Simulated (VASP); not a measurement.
## BaTiO3: single point with r2SCAN

The system is BaTiO3.

```
Ba Ti O
1.0
     2.84007    1.63972    2.33137
    -2.84007    1.63972    2.33137
     0.00000   -3.27944    2.33137
Ba Ti O
1 1 3
Direct
  0.99680 0.99680 0.99680
  0.48334 0.48334 0.48334
  0.50981 0.50981 0.01942
  0.01942 0.50981 0.50981
  0.50981 0.01942 0.50981
```

```json
{"Program": "VASP 6.6.1", "Task": "single point", "Functional": "r2SCAN", "Potentials or basis": "VASP PAW PBE potentials, release 64 (Ba_sv, Ti_sv, O)", "Cutoff": "520 eV", "k mesh": "6 × 6 × 6", "Occupations": "gaussian, width 0.01 eV", "Spin": "no spin polarisation", "Dipole correction": "no", "Further INCAR settings": "ALGO = Normal; EDIFF = 1e-06; NBANDS = 28"}
```

* Pressure: 1.9 GPa
* Largest force: 0.174 eV/Å
* Band gap on the k mesh: 2.85 eV (least direct gap 3.31 eV)

Forces on the atoms (eV/Å):
```
Ba   0.000  0.000  0.030
Ti   0.000  0.000  0.174
O    0.000  0.076 -0.068
O   -0.066 -0.038 -0.068
O    0.066 -0.038 -0.068
```

Stress tensor (GPa, compression positive):
```
1.96 0.00 0.00
0.00 1.96 0.00
0.00 0.00 1.83
```

Levels at points of the mesh, in eV from the valence-band top:
```tsv
k point	band 17	band 18	band 19	band 20	band 21	band 22	band 23	band 24
(0.00, 0.00, 0.00)	-1.07	-0.58	-0.46	-0.46	2.85	2.85	2.99	4.80
(0.50, 0.00, 0.00)	-1.68	-1.58	-1.01	-0.89	3.01	4.14	4.26	4.76
(0.50, 0.50, 0.00)	-1.66	-0.91	-0.86	-0.09	4.23	4.23	4.58	5.36
(0.50, 0.50, 0.50)	-2.36	-0.02	-0.02	0.00	4.66	4.85	4.85	7.18
```

Wall time 5.9 min on 1 thread of Intel Xeon 8259CL, with other jobs on the host, peak memory 0.21 GiB.

Caveat: the PAW data sets were made with another functional, which shifts forces and pressure a little; spin-orbit coupling is left out, which moves the levels of the heavy elements. r2SCAN opens gaps a little over a GGA but as a rule still falls short of measured ones.
